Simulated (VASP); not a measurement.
The system is NbC4.

```
CELL_PARAMETERS angstrom
0.00000 4.00863 4.00863
4.00863 0.00000 4.00863
4.00863 4.00863 0.00000
ATOMIC_POSITIONS crystal
Nb 0.00000 0.00000 0.00000
Nb 0.25000 0.25000 0.25000
C 0.62500 0.62500 0.62500
C 0.62500 0.62500 0.12500
C 0.62500 0.12500 0.62500
C 0.12500 0.62500 0.62500
C 0.12500 0.12500 0.12500
C 0.12500 0.12500 0.62500
C 0.12500 0.62500 0.12500
C 0.62500 0.12500 0.12500
```

The cell was generated, and may not be a known phase.

| Quantity | Value |
| --- | --- |
| Program | VASP 6.6.1 |
| Task | relaxation of cell and atoms |
| Functional | PBE |
| Potentials or basis | VASP PAW PBE potentials, release 64 (Nb_sv, C) |
| Cutoff | 600 eV |
| k mesh | 4 × 4 × 4 |
| Occupations | gaussian, width 0.1 eV |
| Spin | no spin polarisation |

At the start: pressure 46.1 GPa; volume 12.88 Å³/atom.

Problem. Where does the relaxation end?

Solution. Over 3 steps the energy falls by 571.6 meV/atom and the volume is 17.86 Å³/atom (+38.6 %); space group Fd-3m (No. 227, to 0.1 Å) before and after.

Step by step:
| step | energy change (eV) | largest force (eV/Å) | pressure (GPa) | volume (Å³) |
| --- | --- | --- | --- | --- |
| 1 | 0.0000 | 0.0000 | 46.06 | 128.83 |
| 2 | -4.5525 | 0.0000 | -10.36 | 210.96 |
| 3 | -5.7164 | 0.0000 | 0.18 | 178.60 |

Final structure:
```
Nb C
1.0
     0.00000    4.46976    4.46976
     4.46976    0.00000    4.46976
     4.46976    4.46976    0.00000
Nb C
2 8
Direct
  0.00000 0.00000 0.00000
  0.25000 0.25000 0.25000
  0.62500 0.62500 0.62500
  0.62500 0.62500 0.12500
  0.62500 0.12500 0.62500
  0.12500 0.62500 0.62500
  0.12500 0.12500 0.12500
  0.12500 0.12500 0.62500
  0.12500 0.62500 0.12500
  0.62500 0.12500 0.12500
```

Caveat: the volume moved by over 15 % at a fixed basis, so the end points are rough.
